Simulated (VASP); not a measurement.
# SiRu4 in VASP: single point with PBE

Aim: the single point of SiRu4 with PBE.

Everything below comes from runs of VASP 6.6.1. Logs are shortened: lines on timing, memory, paths and dates and some standing lists are left out, and cuts for length are marked.

**1. The cell of the first run**

The cell holds a slab with vacuum, 5 atoms: a = 2.720 Å, b = 2.720 Å, c = 21.866 Å, α = 90.00°, β = 90.00°, γ = 120.00°.

**2. Single point, PBE**

File INCAR:

```
PREC = Accurate ; ENCUT = 520
EDIFF = 1E-7 ; ISMEAR = 0
SIGMA = 0.1 ; LREAL = False
LASPH = True ; NELM = 80
ALGO = Normal ; ISIF = 2
LWAVE = False ; LCHARG = False
LDIPOL = True ; IDIPOL = 3
DIPOL = 0.5 0.5 0.378 ; GGA = PE
NBANDS = 38
```

File KPOINTS:

```
Automatic mesh
0
Gamma
  12 12 1
```

File POSCAR:

```
SiRu4
1.0
    2.7197977464      0.0000000000      0.0000000000
   -1.3598988732      2.3554139415      0.0000000000
    0.0000000000      0.0000000000     21.8663388848
Ru Si
4 1
Direct
    0.6666666667      0.3333333333      0.1829295714
    0.3333333333      0.6666666667      0.2811778375
    0.6666666667      0.3333333333      0.3790816284
    0.3333333333      0.6666666667      0.4740774823
    0.8333333333      1.0000000000      0.5704166777
```

Potentials or basis: VASP PAW PBE potentials, release 64 (Ru_pv, Si).

The run is started by

```
$ cat potpaw_PBE.64/Ru_pv/POTCAR potpaw_PBE.64/Si/POTCAR > POTCAR
$ mpirun -np 1 vasp_std > vasp.out
```

OUTCAR:

```text
PREC = Accurate
   ENCUT = 520
   EDIFF = 1E-7
   ISMEAR = 0
   LREAL = False
   LASPH = True
   NELM = 80
   ISIF = 2
   GGA = PE

 ion  position               nearest neighbor table
   1  0.667  0.333  0.183-   2 2.66   2 2.66   2 2.66
   2  0.333  0.667  0.281-   3 2.65   3 2.65   3 2.65   1 2.66   1 2.66   1 2.66
   3  0.667  0.333  0.379-   4 2.60   4 2.60   4 2.60   2 2.65   2 2.65   2 2.65
   4  0.333  0.667  0.474-   5 2.42   3 2.60   3 2.60   3 2.60   5 2.67   5 2.89
   5  0.833  0.000  0.570-   4 2.42   4 2.67   4 2.89

  LATTYP: Found a hexagonal cell.
 ALAT       =     2.7197977464
 C/A-ratio  =     8.0396929933

  Lattice vectors:

 A1 = (   2.7197977464,   0.0000000000,   0.0000000000)
 A2 = (  -1.3598988732,   2.3554139415,   0.0000000000)
 A3 = (   0.0000000000,   0.0000000000,  21.8663388848)

Analysis of symmetry for initial positions (statically):
=====================================================================
 Subroutine PRICEL returns:
 Original cell was already a primitive cell.

 Routine SETGRP: Setting up the symmetry group for a
 hexagonal supercell.

 Subroutine GETGRP returns: Found  1 space group operations
 (whereof  1 operations were pure point group operations)
 out of a pool of 24 trial point group operations.

The static configuration has the point symmetry C_1 .

Analysis of symmetry for dynamics (positions and initial velocities):
=====================================================================
 Subroutine PRICEL returns:
 Original cell was already a primitive cell.

 Routine SETGRP: Setting up the symmetry group for a
 hexagonal supercell.

 Subroutine GETGRP returns: Found  1 space group operations
 (whereof  1 operations were pure point group operations)
 out of a pool of 24 trial point group operations.

The dynamic configuration has the point symmetry C_1 .

 Subroutine INISYM returns: Found  1 space group operations
 (whereof  1 operations are pure point group operations),
 and found     1 'primitive' translations

----------------------------------------------------------------------------------------

                                     Primitive cell

  volume of cell :     140.0812

  direct lattice vectors                    reciprocal lattice vectors
     2.719797746  0.000000000  0.000000000     0.367674398  0.212276913  0.000000000
    -1.359898873  2.355413942  0.000000000     0.000000000  0.424553826  0.000000000
     0.000000000  0.000000000 21.866338885     0.000000000  0.000000000  0.045732393

  length of vectors
     2.719797746  2.719797746 21.866338885     0.424553826  0.424553826  0.045732393

  position of ions in fractional coordinates (direct lattice)
     0.666666667  0.333333333  0.182929571
     0.333333333  0.666666667  0.281177838
     0.666666667  0.333333333  0.379081628
     0.333333333  0.666666667  0.474077482
     0.833333333  0.000000000  0.570416678

  ion indices of the primitive-cell ions
   primitive index   ion index
                 1           1
                 2           2
                 3           3
                 4           4
                 5           5

----------------------------------------------------------------------------------------

 KPOINTS: Automatic mesh

Automatic generation of k-mesh.
 Grid dimensions read from file:
 generate k-points for:   12   12    1

 Generating k-lattice:

  Cartesian coordinates                     Fractional coordinates (reciprocal lattice)
     0.030639533  0.017689743  0.000000000     0.083333333  0.000000000  0.000000000
     0.000000000  0.035379485  0.000000000     0.000000000  0.083333333  0.000000000
     0.000000000  0.000000000  0.045732393     0.000000000  0.000000000  1.000000000

  Length of vectors
     0.035379485  0.035379485  0.045732393

  Shift w.r.t. Gamma in fractional coordinates (k-lattice)
     0.000000000  0.000000000  0.000000000

 Subroutine IBZKPT returns following result:
 ===========================================

 Found     74 irreducible k-points:

 Following reciprocal coordinates:
            Coordinates               Weight
  0.000000  0.000000  0.000000      1.000000
  0.083333  0.000000  0.000000      2.000000
  0.000000  0.083333  0.000000      2.000000
 -0.083333  0.083333  0.000000      2.000000
  0.166667  0.000000  0.000000      2.000000
  0.000000  0.166667  0.000000      2.000000
[... 16 lines left out ...]
  0.166667  0.083333  0.000000      2.000000
 -0.083333  0.250000  0.000000      2.000000
 [... further k-points ...]
   k-points           NKPTS =     74   k-points in BZ     NKDIM =     74   number of bands    NBANDS=     38
   number of dos      NEDOS =    301   number of ions     NIONS =      5
   total plane-waves  NPLWV =  67200
   dimension x,y,z NGX =    20 NGY =   20 NGZ =  168
   dimension x,y,z NGXF=    40 NGYF=   40 NGZF=  336
   ions per type =               4   1
   NGX,Y,Z   is equivalent  to a cutoff of  12.22, 12.22, 12.77 a.u.
   NGXF,Y,Z  is equivalent  to a cutoff of  24.45, 24.45, 25.55 a.u.
 SYSTEM =  unknown system
   PREC   = accura    normal or accurate (medium, high low for compatibility)
   ISTART =      0    job   : 0-new  1-cont  2-samecut
   ICHARG =      2    charge: 1-file 2-atom 10-const
   ISPIN  =      1    spin polarized calculation?
   LNONCOLLINEAR =      F non collinear calculations
   LSORBIT =      F    spin-orbit coupling
   LASPH  =      T    aspherical Exc in radial PAW
   ENCUT  =  520.0 eV  38.22 Ry    6.18 a.u.   5.06  5.06 40.66*2*pi/ulx,y,z
   NELM   =     80;   NELMIN=  2; NELMDL= -5     # of ELM steps
   EDIFF  = 0.1E-06   stopping-criterion for ELM
   LREAL  =      F    real-space projection
   EDIFFG = 0.1E-05   stopping-criterion for IOM
   NSW    =      0    number of steps for IOM
   IBRION =     -1    ionic relax: 0-MD 1-quasi-New 2-CG
   NFREE  =      0    steps in history (QN), initial steepest desc. (CG)
   ISIF   =      2    stress and relaxation
   ISYM   =      2    0-nonsym 1-usesym 2-fastsym
   POTIM  = 0.5000    time-step for ionic-motion
   TEBEG  =    0.0;   TEEND  =   0.0 temperature during run
   PSTRESS=    0.0 pullay stress
   NELECT =      60.0000    total number of electrons
   NUPDOWN=      -1.0000    fix difference up-down
   EMIN   =  10.00;   EMAX   =-10.00  energy-range for DOS
   EFERMI =   0.00;   METHOD = LEGACY
   ISMEAR =     0;   SIGMA  =   0.10  broadening in eV -4-tet -1-fermi 0-gaus
   EFERMI_NEDOS =   21; number of points for ismear=-14 and -15
   IALGO  =     38    algorithm
   IMIX   =      4    mixing-type and parameters
     AMIX     =   0.40;   BMIX     =  1.00
     AMIX_MAG =   1.60;   BMIX_MAG =  1.00
  volume/ion in A,a.u.               =      28.02       189.06
  Fermi-wavevector in a.u.,A,eV,Ry     =   1.234048  2.332012 20.719954  1.522874
  Thomas-Fermi vector in A             =   2.368753
   LORBIT       =      0    0 simple, 1 ext, 2 COOP (PROOUT), +10 PAW based schemes
   GGA     = PE    functional components
   LHFCALC =     F    Hartree Fock is set to
   AEXX    =    0.0000 exact exchange contribution
   IVDW    =     0    specifies the selected vdW correction
   LEPSILON=     F    determine dielectric tensor
   LRPA    =     F    only Hartree local field effects (RPA)
 non-spin polarized calculation
 Gauss-broadening in eV      SIGMA  =   0.10
  energy-cutoff  :      520.00
  volume of cell :      140.08
 maximum number of plane-waves:      3813
   NGX = 11   NGY = 11   NGZ = 81

 dipolmoment           0.000000      0.000000      0.009356 electrons x Angstroem

 number of electron      60.0000020 magnetization

 dipolmoment           0.000000      0.000000     -0.005346 electrons x Angstroem

 Free energy of the ion-electron system (eV)
  ---------------------------------------------------
  ext. energy  EPLUGINS =         0.00000000
  ---------------------------------------------------
  free energy    TOTEN  =       -40.77948820 eV

  energy without entropy =      -40.75364620  energy(sigma->0) =      -40.76656720

 E-fermi :   3.5026     XC(G=0):  -7.4789

 val. band max:        3.4890511394   @ k =   0.0000   0.0000   0.0000
 cond. band min:       3.5081513360   @ k =   0.0833   0.2500   0.0000
 fundamental gap:      0.0191001966
 Fermi energy:         3.5025995554

 k-point     1 :       0.0000    0.0000    0.0000
  band No.  band energies     occupation
      1     -40.0777      2.00000
      2     -39.6859      2.00000
      3     -39.2956      2.00000
      4     -39.2880      2.00000
      5     -39.2034      2.00000
      6     -39.2009      2.00000
[... 30 lines left out ...]
     37       4.6110      0.00000
     38       4.6203      0.00000

 k-point     2 :       0.0833    0.0000    0.0000
  band No.  band energies     occupation
      1     -40.0601      2.00000
      2     -39.6872      2.00000
      3     -39.3336      2.00000
      4     -39.3093      2.00000
      5     -39.2792      2.00000
      6     -39.2140      2.00000
[... 30 lines left out ...]
     37       4.7630      0.00000
     38       5.9047      0.00000

 k-point     3 :       0.0000    0.0833    0.0000
  band No.  band energies     occupation
      1     -40.0602      2.00000
      2     -39.6873      2.00000
      3     -39.3376      2.00000
      4     -39.3048      2.00000
      5     -39.2827      2.00000
      6     -39.2095      2.00000
[... 30 lines left out ...]
     37       4.7838      0.00000
[... 781 lines left out ...]
 k-point    23 :       0.1667    0.0833    0.0000
  band No.  band energies     occupation
      1     -39.9721      2.00000
      2     -39.7429      2.00000
      3     -39.5586      2.00000
      4     -39.4550      2.00000
      5     -39.3916      2.00000
      6     -39.3090      2.00000
[... 30 lines left out ...]
     37       6.1688      0.00000
     38       8.0106      0.00000

 k-point    24 :      -0.0833    0.2500    0.0000
  band No.  band energies     occupation
      1     -39.9725      2.00000
      2     -39.7446      2.00000
      3     -39.5636      2.00000
      4     -39.4577      2.00000
      5     -39.3852      2.00000
      6     -39.3029      2.00000
[... 30 lines left out ...]
     37       6.1929      0.00000
     38       7.9039      0.00000

 [... further k-points ...]

------------------------ aborting loop because EDIFF is reached ----------------------------------------

 vacuum level on the upper side and lower side of the slab       (xc-potential included)        -0.243        -0.098

  FORCE on cell =-STRESS in cart. coord.  units (eV):
  Direction    XX          YY          ZZ          XY          YZ          ZX
  --------------------------------------------------------------------------------------
  -------------------------------------------------------------------------------------
  Total       -1.3999189     -1.2249822     -0.2505475      0.5810798      0.5311881      0.9949623
  in kB      -16.0115553    -14.0107198     -2.8656344      6.6460938      6.0754571     11.3798691
  external PRESSURE =     -10.9626365 kB  Pullay stress =       0.0000000 kB

 VOLUME and BASIS-vectors are now :
 -----------------------------------------------------------------------------
  energy-cutoff  :      520.00
  volume of cell :      140.08
      direct lattice vectors                 reciprocal lattice vectors
     2.719797746  0.000000000  0.000000000     0.367674398  0.212276913  0.000000000
    -1.359898873  2.355413942  0.000000000     0.000000000  0.424553826  0.000000000
     0.000000000  0.000000000 21.866338885     0.000000000  0.000000000  0.045732393

 POSITION                                       TOTAL-FORCE (eV/Angst)
 -----------------------------------------------------------------------------------
      1.35990      0.78514      4.00000         0.010611     -0.007717      0.721178
     -0.00000      1.57028      6.14833        -0.017990      0.008185     -0.610531
      1.35990      0.78514      8.28913        -0.113217     -0.030808     -0.868741
     -0.00000      1.57028     10.36634        -0.236186     -0.184662      0.752292
      2.26650      0.00000     12.47292         0.356782      0.215003      0.005803
 -----------------------------------------------------------------------------------
    total drift:                                0.000024      0.000023      0.000822

  FREE ENERGIE OF THE ION-ELECTRON SYSTEM (eV)
  ---------------------------------------------------
  free  energy   TOTEN  =       -40.7794881966 eV

  energy  without entropy=      -40.7536461969  energy(sigma->0) =      -40.76656720

 vacuum level on the upper side and lower side of the slab         8.280         8.414
```

It took 8.7 min on 1 thread of AMD EPYC 7R13 (Zen 3), shared host; peak memory 0.41 GiB.

Results:

| Quantity | Value |
| --- | --- |
| Free energy | -40.7795 eV |
| Largest force | 0.877 eV/Å |
| Band gap on the k mesh | zero (bands 30 and 31 overlap by 2.22 eV) |

Forces in eV/Å, atoms in the order of the input:
```
Ru   0.011 -0.008  0.721
Ru  -0.018  0.008 -0.611
Ru  -0.113 -0.031 -0.869
Ru  -0.236 -0.185  0.752
Si   0.357  0.215  0.006
```

Levels at points of the mesh, in eV from the Fermi level:
| k point | band 25 | band 26 | band 27 | band 28 | band 29 | band 30 | band 31 | band 32 | band 33 | band 34 |
| --- | --- | --- | --- | --- | --- | --- | --- | --- | --- | --- |
| (0.00, 0.00, 0.00) | -2.27 | -2.25 | -1.91 | -1.91 | -0.93 | -0.92 | -0.90 | -0.01 | 0.05 | 0.79 |
| (0.50, 0.00, 0.00) | -1.38 | -0.85 | -0.23 | -0.04 | 1.08 | 1.22 | 1.38 | 1.57 | 1.73 | 1.76 |
| (0.00, 0.50, 0.00) | -1.33 | -0.94 | -0.15 | 0.03 | 0.97 | 1.25 | 1.38 | 1.56 | 1.73 | 1.88 |
| (0.50, 0.50, 0.00) | -1.30 | -0.95 | -0.11 | 0.15 | 0.80 | 1.22 | 1.38 | 1.56 | 1.73 | 2.01 |
